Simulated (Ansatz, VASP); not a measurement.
# SiGe3 in VASP and in Ansatz

```
Si Ge
1.0
     2.82906    0.00000    0.00000
    -1.41453    2.45004    0.00000
     0.00000    0.00000   10.54117
Si Ge
1 3
Direct
  0.00000 0.00000 0.00000
  0.00000 0.00000 0.24366
  0.00000 0.00000 0.50000
  0.00000 0.00000 0.75634
```

Alike in both runs: task relaxation of cell and atoms; functional PBE; k mesh 18 × 18 × 6; occupations gaussian, width 0.1 eV; no spin polarisation.

```csv
,VASP,Ansatz
version,VASP 6.6.1,Ansatz 0.2.0
potentials or method,"VASP PAW PBE potentials, release 64 (Si, Ge_d), cutoff 600 eV","scalar-relativistic, plane waves, PAW"
valence electrons in the cell,46,46
```

Ansatz gave:

| Quantity | Value |
| --- | --- |
| gap on the k mesh at the Fermi level, each at its own relaxed structure (eV) | none |
| relaxed volume (Å³/atom) | 18.28 |
| relaxed length of the cell vector where the two differ most in proportion (Å) | 2.829 |

Problem. Which values does VASP return?

Solution. gap on the k mesh at the Fermi level, each at its own relaxed structure (eV): none; relaxed volume (Å³/atom): 18.31; relaxed length of the cell vector where the two differ most in proportion (Å): 2.831.

A gap of «none» marks a metal or a gap that the smearing closes.

Noted on VASP's run: too few bands were computed for a metal, which touches its energy and stress.
